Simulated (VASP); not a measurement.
Set up this calculation in VASP 6.6.1, as the native input.

```
Task                   : single point
Functional             : r2SCAN
Potentials or basis    : VASP PAW PBE potentials, release 64 (Cd, S)
Cutoff                 : 520 eV
k mesh                 : 8 × 8 × 8
Occupations            : gaussian, width 0.01 eV
Spin                   : no spin polarisation
Dipole correction      : no
Further INCAR settings : ALGO = Normal; EDIFF = 1e-06; NBANDS = 16
```

CdS (Hawleyite):

```
Cd S
1.0
     0.00000    2.93921    2.93921
     2.93921    0.00000    2.93921
     2.93921    2.93921    0.00000
Cd S
1 1
Direct
  0.00000 0.00000 0.00000
  0.25000 0.25000 0.25000
```

One way to write it, as run:

POSCAR

```
CdS
1.0
    0.0000000000      2.9392138922      2.9392138922
    2.9392138922      0.0000000000      2.9392138922
    2.9392138922      2.9392138922      0.0000000000
Cd S
1 1
Direct
    0.0000000000      0.0000000000      0.0000000000
    0.2500000000      0.2500000000      0.2500000000
```

INCAR.step1

```
SYSTEM = CdS
ALGO     = Normal         ! electronic algorithm
EDIFF    = 1E-4           ! SCF threshold, eV
ENCUT    = 520            ! plane-wave cutoff, eV
GGA      = PE             ! functional
ISMEAR   = 0              ! smearing method
LASPH    = .TRUE.         ! aspherical terms in the spheres
LCHARG   = .FALSE.        ! write CHGCAR
LREAL    = .FALSE.        ! projectors in reciprocal space
LWAVE    = .TRUE.         ! write WAVECAR
NBANDS   = 16             ! bands
NELM     = 60             ! most SCF steps
PREC     = Accurate       ! precision mode
SIGMA    = 0.01           ! smearing width, eV
```

INCAR.step2

```
SYSTEM = CdS
ALGO     = Normal         ! electronic algorithm
EDIFF    = 1E-6           ! SCF threshold, eV
ENCUT    = 520            ! plane-wave cutoff, eV
ISIF     = 2              ! what is computed and relaxed
ISMEAR   = 0              ! smearing method
ISTART   = 1            
LASPH    = .TRUE.         ! aspherical terms in the spheres
LCHARG   = .TRUE.         ! write CHGCAR
LELF     = .TRUE.         ! ELF
LMIXTAU  = .TRUE.       
LREAL    = .FALSE.        ! projectors in reciprocal space
LVHAR    = .TRUE.       
LWAVE    = .FALSE.        ! write WAVECAR
METAGGA  = R2SCAN         ! meta-GGA
NBANDS   = 16             ! bands
NELM     = 60             ! most SCF steps
PREC     = Accurate       ! precision mode
SIGMA    = 0.01           ! smearing width, eV
```

KPOINTS

```
k-points
0
G
  8 8 8
  0 0 0
```

Potentials or basis: VASP PAW PBE potentials, release 64 (Cd, S).

Command:

```sh
$ cat potpaw_PBE.64/Cd/POTCAR potpaw_PBE.64/S/POTCAR > POTCAR
$ cp INCAR.step1 INCAR
$ mpirun -np 1 vasp_std > vasp.out
$ cp INCAR.step2 INCAR
$ mpirun -np 1 vasp_std > vasp.out
```

Results of the run:

```
Pressure               : 0.3 GPa
Band gap on the k mesh : 1.54 eV, direct
```

Caveat: the PAW data sets were made with another functional, which shifts forces and pressure a little.

Wall time 76 s on 1 thread of AMD EPYC 9R45 96-Core Processor (Zen 5), with other jobs on the host, peak memory 0.16 GiB.
